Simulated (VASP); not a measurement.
# SnO2 (P4_2/nmc) in VASP: further runs

Runs on SnO2. Level: PBE. Tasks: single point, relaxation of cell and atoms.

Everything below comes from runs of VASP 6.6.1. Logs are shortened: lines on timing, memory, paths and dates and some standing lists are left out, and cuts for length are marked.

## (1) The cell of the first run

The structure is tetragonal, space group P4_2/nmc (No. 137). Conventional cell: a = 3.593 Å, b = 3.593 Å, c = 5.532 Å, α = 90.00°, β = 90.00°, γ = 90.00°. Within 2.7 Å of Sn (site symmetry -4m2) lie 8 O at 2.05 to 2.53 Å. Within 2.8 Å of O (site symmetry 2mm) lie 4 Sn at 2.05 to 2.53 Å and 6 O at 2.67 to 2.77 Å.

## (2) Single point, PBE

INCAR reads:

```
SYSTEM = SnO2
ALGO = Normal
EDIFF = 1E-7
ENCUT = 520
GGA = PE
ISIF = 2
ISMEAR = 0
LASPH = .True.
LCHARG = .False.
LREAL = .False.
LWAVE = .False.
NBANDS = 35
NELM = 60
PREC = Accurate
SIGMA = 0.02
```

KPOINTS reads:

```
k-points
0
Gamma
  8 8 6
  0 0 0
```

POSCAR reads:

```
SnO2
1.0
    3.5927325899      0.0000000000      0.0000000000
    0.0000000000      3.5927325899      0.0000000000
    0.0000000000      0.0000000000      5.5318212665
Sn O
2 4
Direct
    0.5000000000      0.5000000000      0.5000000000
    0.0000000000      0.0000000000      0.0000000000
    0.0000000000      0.5000000000      0.6768538986
    0.5000000000      0.0000000000      0.8231461014
    0.5000000000      0.0000000000      0.3231461014
    0.0000000000      0.5000000000      0.1768538986
```

Potentials or basis: VASP PAW PBE potentials, release 64 (Sn_d, O).

Command:

```console
$ cat potpaw_PBE.64/Sn_d/POTCAR potpaw_PBE.64/O/POTCAR > POTCAR
$ mpirun -np 1 vasp_std > vasp.out
```

OUTCAR:

```text
SYSTEM = SnO2
   EDIFF = 1E-7
   ENCUT = 520
   GGA = PE
   ISIF = 2
   ISMEAR = 0
   LASPH = .True.
   LREAL = .False.
   NELM = 60
   PREC = Accurate

 ion  position               nearest neighbor table
   1  0.500  0.500  0.500-   3 2.05   5 2.05   5 2.05   3 2.05   4 2.53   4 2.53   6 2.53   6 2.53
                             2 3.76   2 3.76   2 3.76   2 3.76   2 3.76   2 3.76   2 3.76   2 3.76
   2  0.000  0.000  0.000-   4 2.05   6 2.05   6 2.05   4 2.05   3 2.53   5 2.53   3 2.53   5 2.53
                             1 3.76   1 3.76   1 3.76   1 3.76   1 3.76   1 3.76   1 3.76   1 3.76
   3  0.000  0.500  0.677-   1 2.05   1 2.05   2 2.53   2 2.53
   4  0.500  0.000  0.823-   2 2.05   2 2.05   1 2.53   1 2.53
   5  0.500  0.000  0.323-   1 2.05   1 2.05   2 2.53   2 2.53
   6  0.000  0.500  0.177-   2 2.05   2 2.05   1 2.53   1 2.53

  LATTYP: Found a simple tetragonal cell.
 ALAT       =     3.5927325899
 C/A-ratio  =     1.5397253005

  Lattice vectors:

 A1 = (   3.5927325899,   0.0000000000,   0.0000000000)
 A2 = (   0.0000000000,   3.5927325899,   0.0000000000)
 A3 = (   0.0000000000,   0.0000000000,   5.5318212665)

Analysis of symmetry for initial positions (statically):
=====================================================================
 Subroutine PRICEL returns:
 Original cell was already a primitive cell.

 Routine SETGRP: Setting up the symmetry group for a
 simple tetragonal supercell.

 Subroutine GETGRP returns: Found 16 space group operations
 (whereof  8 operations were pure point group operations)
 out of a pool of 16 trial point group operations.

The static configuration has the point symmetry D_2d.
 The point group associated with its full space group is D_4h.

Analysis of symmetry for dynamics (positions and initial velocities):
=====================================================================
 Subroutine PRICEL returns:
 Original cell was already a primitive cell.

 Routine SETGRP: Setting up the symmetry group for a
 simple tetragonal supercell.

 Subroutine GETGRP returns: Found 16 space group operations
 (whereof  8 operations were pure point group operations)
 out of a pool of 16 trial point group operations.

The dynamic configuration has the point symmetry D_2d.
 The point group associated with its full space group is D_4h.

 Subroutine INISYM returns: Found 16 space group operations
 (whereof  8 operations are pure point group operations),
 and found     1 'primitive' translations

----------------------------------------------------------------------------------------

                                     Primitive cell

  volume of cell :      71.4032

  direct lattice vectors                    reciprocal lattice vectors
     3.592732590  0.000000000  0.000000000     0.278339669  0.000000000  0.000000000
     0.000000000  3.592732590  0.000000000     0.000000000  0.278339669  0.000000000
     0.000000000  0.000000000  5.531821266     0.000000000  0.000000000  0.180772290

  length of vectors
     3.592732590  3.592732590  5.531821266     0.278339669  0.278339669  0.180772290

  position of ions in fractional coordinates (direct lattice)
     0.500000000  0.500000000  0.500000000
     0.000000000  0.000000000  0.000000000
     0.000000000  0.500000000  0.676853899
     0.500000000  0.000000000  0.823146101
     0.500000000  0.000000000  0.323146101
     0.000000000  0.500000000  0.176853899

  ion indices of the primitive-cell ions
   primitive index   ion index
                 1           1
                 2           2
                 3           3
                 4           4
                 5           5
                 6           6

----------------------------------------------------------------------------------------

 KPOINTS: k-points

Automatic generation of k-mesh.
 Grid dimensions read from file:
 generate k-points for:    8    8    6

 Generating k-lattice:

  Cartesian coordinates                     Fractional coordinates (reciprocal lattice)
[... 55 lines left out ...]
      5     -13.9088      2.00000
      6     -13.8578      2.00000
[... 27 lines left out ...]
     34      18.6627      0.00000
     35      18.6627      0.00000

 k-point     2 :       0.1250    0.0000    0.0000
  band No.  band energies     occupation
      1     -14.4836      2.00000
      2     -14.2982      2.00000
      3     -13.9882      2.00000
      4     -13.9044      2.00000
      5     -13.8797      2.00000
      6     -13.8755      2.00000
[... 27 lines left out ...]
     34      17.8777      0.00000
     35      18.5220      0.00000

 k-point     3 :       0.2500    0.0000    0.0000
  band No.  band energies     occupation
      1     -14.3967      2.00000
      2     -14.2851      2.00000
      3     -14.0784      2.00000
      4     -13.9582      2.00000
      5     -13.8922      2.00000
      6     -13.8387      2.00000
[... 27 lines left out ...]
     34      17.1651      0.00000
     35      18.0665      0.00000

 k-point     4 :       0.3750    0.0000    0.0000
  band No.  band energies     occupation
      1     -14.2831      2.00000
      2     -14.2703      2.00000
      3     -14.1698      2.00000
      4     -14.0584      2.00000
      5     -13.8747      2.00000
      6     -13.8376      2.00000
[... 27 lines left out ...]
     34      17.3281      0.00000
     35      17.4718      0.00000

 k-point     5 :       0.5000    0.0000    0.0000
  band No.  band energies     occupation
      1     -14.2374      2.00000
      2     -14.2374      2.00000
      3     -14.1659      2.00000
      4     -14.1659      2.00000
      5     -13.8554      2.00000
      6     -13.8554      2.00000
[... 638 lines left out ...]
 k-point    22 :       0.2500    0.1250    0.1667
  band No.  band energies     occupation
      1     -14.3635      2.00000
      2     -14.2892      2.00000
      3     -14.1029      2.00000
      4     -13.9528      2.00000
      5     -13.8791      2.00000
      6     -13.8453      2.00000
[... 27 lines left out ...]
     34      17.1420      0.00000
     35      18.1128      0.00000

 k-point    23 :       0.3750    0.1250    0.1667
  band No.  band energies     occupation
      1     -14.3115      2.00000
      2     -14.2244      2.00000
      3     -14.1974      2.00000
      4     -14.0311      2.00000
      5     -13.8663      2.00000
      6     -13.8446      2.00000
[... 27 lines left out ...]
     34      17.4379      0.00000
     35      17.8322      0.00000

 k-point    24 :       0.5000    0.1250    0.1667
  band No.  band energies     occupation
      1     -14.2730      2.00000
      2     -14.2730      2.00000
      3     -14.1206      2.00000
      4     -14.1206      2.00000
      5     -13.8534      2.00000
      6     -13.8534      2.00000
[... 27 lines left out ...]
     34      17.1611      0.00000
     35      18.5777      0.00000

 [... further k-points ...]
[... 5 lines left out ...]
  --------------------------------------------------------------------------------------
  -------------------------------------------------------------------------------------
  Total        0.2835838      0.2835838      0.1130903      0.0000000      0.0000000     -0.0000000
  in kB        6.3631780      6.3631780      2.5375689      0.0000000      0.0000000     -0.0000000
  external PRESSURE =       5.0879750 kB  Pullay stress =       0.0000000 kB

 VOLUME and BASIS-vectors are now :
 -----------------------------------------------------------------------------
  energy-cutoff  :      520.00
  volume of cell :       71.40
      direct lattice vectors                 reciprocal lattice vectors
     3.592732590  0.000000000  0.000000000     0.278339669  0.000000000  0.000000000
     0.000000000  3.592732590  0.000000000     0.000000000  0.278339669  0.000000000
     0.000000000  0.000000000  5.531821266     0.000000000  0.000000000  0.180772290

 POSITION                                       TOTAL-FORCE (eV/Angst)
 -----------------------------------------------------------------------------------
      1.79637      1.79637      2.76591         0.000000     -0.000000      0.000000
      0.00000      0.00000      0.00000        -0.000000      0.000000      0.000000
      0.00000      1.79637      3.74423        -0.000000      0.000000      0.045683
      1.79637      0.00000      4.55350         0.000000      0.000000     -0.045683
      1.79637      0.00000      1.78759        -0.000000      0.000000     -0.045683
      0.00000      1.79637      0.97832         0.000000      0.000000      0.045683
 -----------------------------------------------------------------------------------
    total drift:                                0.000000      0.000000      0.000000

  FREE ENERGIE OF THE ION-ELECTRON SYSTEM (eV)
  ---------------------------------------------------
  free  energy   TOTEN  =       -36.3674795418 eV

  energy  without entropy=      -36.3674795418  energy(sigma->0) =      -36.36747954
```

Wall time 81 s (1 thread of Intel Xeon 6975P-C (Granite Rapids), shared host); peak memory 0.24 GiB.

Results:

- Free energy: -36.3675 eV
- Pressure: 0.5 GPa
- Largest force: 0.046 eV/Å
- Band gap on the k mesh: 0.77 eV (least direct gap 0.82 eV)

Forces on the atoms (eV/Å):
```
Sn   0.000  0.000  0.000
Sn   0.000  0.000  0.000
O    0.000  0.000  0.046
O    0.000  0.000 -0.046
O    0.000  0.000 -0.046
O    0.000  0.000  0.046
```

Caveat: spin-orbit coupling is left out, which moves the levels of the heavy elements. A k mesh can miss the band edges.

## (3) Relaxation of cell and atoms, PBE

This run uses another cell than the first one, of 8.99 Å³/atom.

INCAR reads:

```
ALGO     = Normal         # electronic algorithm
EDIFF    = 1E-6           # SCF threshold, eV
EDIFFG   = -0.05          # ionic threshold
ENCUT    = 600            # plane-wave cutoff, eV
GGA      = PE             # functional
IBRION   = 2              # ionic algorithm
ISIF     = 3              # what is computed and relaxed
ISMEAR   = 0              # smearing method
LASPH    = True           # aspherical terms in the spheres
LCHARG   = False          # write CHGCAR
LREAL    = False          # projectors in reciprocal space
LWAVE    = False          # write WAVECAR
NELM     = 100            # most SCF steps
NSW      = 80             # ionic steps
PREC     = Accurate       # precision mode
SIGMA    = 0.1            # smearing width, eV
```

KPOINTS reads:

```
k-points
0
Gamma
  6 6 4
```

POSCAR reads:

```
SnO2
1.0
    3.3299039027      0.0000000000      0.0000000000
    0.0000000000      3.3299039027      0.0000000000
    0.0000000000      0.0000000000      4.8632137485
Sn O
2 4
Direct
    0.5000000000      0.5000000000      0.5000000000
    0.0000000000      0.0000000000      0.0000000000
    0.0000000000      0.5000000000      0.6932521176
    0.5000000000      0.0000000000      0.8067478824
    0.5000000000      0.0000000000      0.3067478824
    0.0000000000      0.5000000000      0.1932521176
```

Potentials or basis: VASP PAW PBE potentials, release 64 (Sn_d, O).

Command:

```console
$ cat potpaw_PBE.64/Sn_d/POTCAR potpaw_PBE.64/O/POTCAR > POTCAR
$ mpirun -np 1 vasp_std > vasp.out
```

Wall time 3.1 min (1 thread of Intel Xeon 6975P-C (Granite Rapids), shared host); peak memory 0.21 GiB.

Results (log left out):

```
Free energy                           : -36.3379 eV
Relaxed volume                        : 11.86 Å³/atom
Relaxed cell                          : a = 3.599 Å, b = 3.599 Å, c = 5.495 Å, α = 90.00°, β = 90.00°, γ = 90.00°
Space group after relaxing (to 0.1 Å) : P4_2/nmc (No. 137)
Energy gained by relaxing             : 578.8 meV/atom
Ionic steps                           : 9
Pressure after relaxing               : 0.1 GPa
Largest force after relaxing          : 0.021 eV/Å
Band gap on the k mesh                : 0.73 eV (least direct gap 0.79 eV)
```

Forces in eV/Å, atoms in the order of the input:
```
Sn   0.000  0.000  0.000
Sn   0.000  0.000  0.000
O    0.000  0.000 -0.021
O    0.000  0.000  0.021
O    0.000  0.000  0.021
O    0.000  0.000 -0.021
```

Stress tensor (GPa, compression positive):
```
0.04 0.00 0.00
0.00 0.04 0.00
0.00 0.00 0.25
```

Step by step:
| step | energy change (eV) | largest force (eV/Å) | pressure (GPa) | volume (Å³) |
| --- | --- | --- | --- | --- |
| 1 | 0.0000 | 1.0876 | 87.34 | 53.92 |
| 2 | 1.1493 | 0.8574 | -31.94 | 101.91 |
| 3 | -3.3305 | 0.4097 | -4.45 | 71.26 |
| 4 | -3.3559 | 0.3576 | -1.36 | 70.01 |
| 5 | -3.3592 | 0.3301 | 0.30 | 69.39 |
| 6 | -3.3933 | 0.3514 | 0.21 | 69.64 |
| 7 | -3.4234 | 0.3758 | 0.37 | 70.12 |
| 8 | -3.4503 | 0.2582 | 0.21 | 70.48 |
| 9 | -3.4728 | 0.0207 | 0.11 | 71.16 |

Final structure:
```
CELL_PARAMETERS angstrom
3.59862 0.00000 0.00000
0.00000 3.59862 0.00000
0.00000 0.00000 5.49461
ATOMIC_POSITIONS crystal
Sn 0.50000 0.50000 0.50000
Sn 0.00000 0.00000 0.00000
O 0.00000 0.50000 0.67963
O 0.50000 0.00000 0.82037
O 0.50000 0.00000 0.32037
O 0.00000 0.50000 0.17963
```

Levels at points of the mesh, in eV from the valence-band top:
```
           k point  band 23  band 24  band 25  band 26  band 27  band 28  band 29  band 30
(0.00, 0.00, 0.00)    -0.85    -0.45    -0.06    -0.06     0.73     3.93     7.23     7.46
(0.50, 0.00, 0.00)    -1.08    -1.08    -0.47    -0.47     4.29     4.29     7.66     7.66
(0.50, 0.50, 0.00)    -0.38    -0.38     0.00     0.00     5.39     5.39     7.21     7.21
(0.00, 0.00, 0.50)    -1.08    -1.08    -0.02    -0.02     3.25     3.25     6.47     6.47
(0.50, 0.00, 0.50)    -1.22    -1.22    -1.21    -1.21     4.54     4.54     8.35     8.35
(0.50, 0.50, 0.50)    -0.37    -0.37    -0.37    -0.37     5.71     5.71     9.49     9.49
```

Caveat: the volume moved by over 15 % at a fixed basis, so the end points are rough; spin-orbit coupling is left out, which moves the levels of the heavy elements; the relaxation stopped at a loose force limit of 0.05 eV/Å, so its end isn't a converged minimum. A k mesh can miss the band edges.

## (4) Relaxation of cell and atoms, PBE

INCAR reads:

```
SYSTEM = SnO2
PREC = Accurate
ENCUT = 600
EDIFF = 1E-7
ISMEAR = 0
SIGMA = 0.02
LREAL = .False.
LASPH = .True.
NELM = 60
ALGO = Normal
ISIF = 3
LWAVE = .False.
LCHARG = .False.
GGA = PE
IBRION = 2
NSW = 80
EDIFFG = -0.01
```

KPOINTS reads:

```
regular mesh
0
Gamma
  8 8 6
  0 0 0
```

POSCAR reads:

```
SnO2
1.0
    3.5934111775      0.0000000000      0.0000000000
    0.0000000000      3.5934111775      0.0000000000
    0.0000000000      0.0000000000      5.5332837485
Sn O
2 4
Direct
    0.5000000000      0.5000000000      0.5000000000
    0.0000000000      0.0000000000      0.0000000000
    0.0000000000      0.5000000000      0.6768297754
    0.5000000000      0.0000000000      0.8231702246
    0.5000000000      0.0000000000      0.3231702246
    0.0000000000      0.5000000000      0.1768297754
```

Command:

```console
$ cat potpaw_PBE.64/Sn_d/POTCAR potpaw_PBE.64/O/POTCAR > POTCAR
$ mpirun -np 1 vasp_std > vasp.out
```

Run time: 5.4 min. Hardware: 1 thread of Intel Xeon 6975P-C (Granite Rapids), shared host; peak memory 0.28 GiB.

The run converged. Its results:

* Free energy: -36.3769 eV
* Relaxed volume: 11.89 Å³/atom
* Relaxed cell: a = 3.597 Å, b = 3.597 Å, c = 5.513 Å, α = 90.00°, β = 90.00°, γ = 90.00°
* Space group after relaxing (to 0.1 Å): P4_2/nmc (No. 137)
* Energy gained by relaxing: 0.1 meV/atom
* Ionic steps: 6
* Pressure after relaxing: 0.0 GPa
* Largest force after relaxing: 0.005 eV/Å
* Band gap on the k mesh: 0.74 eV (least direct gap 0.80 eV)

Forces on the atoms (eV/Å):
```
Sn   0.000  0.000  0.000
Sn   0.000  0.000  0.000
O    0.000  0.000  0.005
O    0.000  0.000 -0.005
O    0.000  0.000 -0.005
O    0.000  0.000  0.005
```

Stress tensor (GPa, compression positive):
```
0.00 0.00 0.00
0.00 0.00 0.00
0.00 0.00 0.08
```

The path:
```
step  energy change (eV)  largest force (eV/Å)  pressure (GPa)  volume (Å³)
   1              0.0000                0.0417            0.23        71.45
   2             -0.0003                0.0194           -0.34        71.62
   3             -0.0003                0.0240           -0.22        71.59
   4             -0.0006                0.0179           -0.15        71.51
   5             -0.0008                0.0005            0.07        71.27
   6             -0.0009                0.0047            0.02        71.33
```

Final structure:
```yaml
crystal:
  lattice:
    - [3.59688, 0.00000, 0.00000]
    - [0.00000, 3.59688, 0.00000]
    - [0.00000, 0.00000, 5.51307]
  atoms:
    - { symbol: Sn, position: [0.50000, 0.50000, 0.50000] }
    - { symbol: Sn, position: [0.00000, 0.00000, 0.00000] }
    - { symbol: O, position: [0.00000, 0.50000, 0.67835] }
    - { symbol: O, position: [0.50000, 0.00000, 0.82165] }
    - { symbol: O, position: [0.50000, 0.00000, 0.32165] }
    - { symbol: O, position: [0.00000, 0.50000, 0.17835] }
```

Levels at points of the mesh, in eV from the valence-band top:
```csv
k point,band 24,band 25,band 26,band 27,band 28,band 29
"(0.00, 0.00, 0.00)",-0.43,-0.05,-0.05,0.74,3.96,7.22
"(0.50, 0.00, 0.00)",-1.06,-0.49,-0.49,4.28,4.28,7.65
"(0.50, 0.50, 0.00)",-0.40,0.00,0.00,5.44,5.44,7.21
"(0.00, 0.00, 0.50)",-1.08,-0.01,-0.01,3.25,3.25,6.49
"(0.50, 0.00, 0.50)",-1.20,-1.19,-1.19,4.53,4.53,8.35
"(0.50, 0.50, 0.50)",-0.38,-0.37,-0.37,5.74,5.74,9.47
```

Caveat: spin-orbit coupling is left out, which moves the levels of the heavy elements. A k mesh can miss the band edges.

## (5) Overview

| task | cell | k mesh | cutoff (eV) | smearing | gap on the mesh (eV) | pressure (GPa) | relaxed volume (Å³/atom) | largest force (eV/Å) |
| --- | --- | --- | --- | --- | --- | --- | --- | --- |
| single point | a = 3.593, b = 3.593, c = 5.532 Å, 6 atoms, atomic positions A | 8 × 8 × 6 | 520 | gaussian 0.02 eV | 0.77 | 0.5 | - | 0.05 |
| relaxation of cell and atoms | relaxed from a = 3.330, b = 3.330, c = 4.863 Å, 6 atoms, atomic positions B | 6 × 6 × 4 | 600 | gaussian 0.1 eV | 0.73 | 0.1 | 11.86 | 0.02 |
| relaxation of cell and atoms | relaxed from a = 3.593, b = 3.593, c = 5.533 Å, 6 atoms, atomic positions A | 8 × 8 × 6 | 600 | gaussian 0.02 eV | 0.74 | 0.0 | 11.89 | - |

Alike in all rows: level PBE; potentials or basis VASP PAW PBE potentials, release 64 (Sn_d, O); no spin polarisation.

Caveats: spin-orbit coupling is left out, which moves the levels of the heavy elements; the volume moved by over 15 % at a fixed basis, so the end points are rough (at least some runs); the relaxation stopped at a loose force limit of 0.05 eV/Å, so its end isn't a converged minimum (at least some runs).

Total energies depend on the potentials used, so only differences within one code and one set of settings carry meaning.
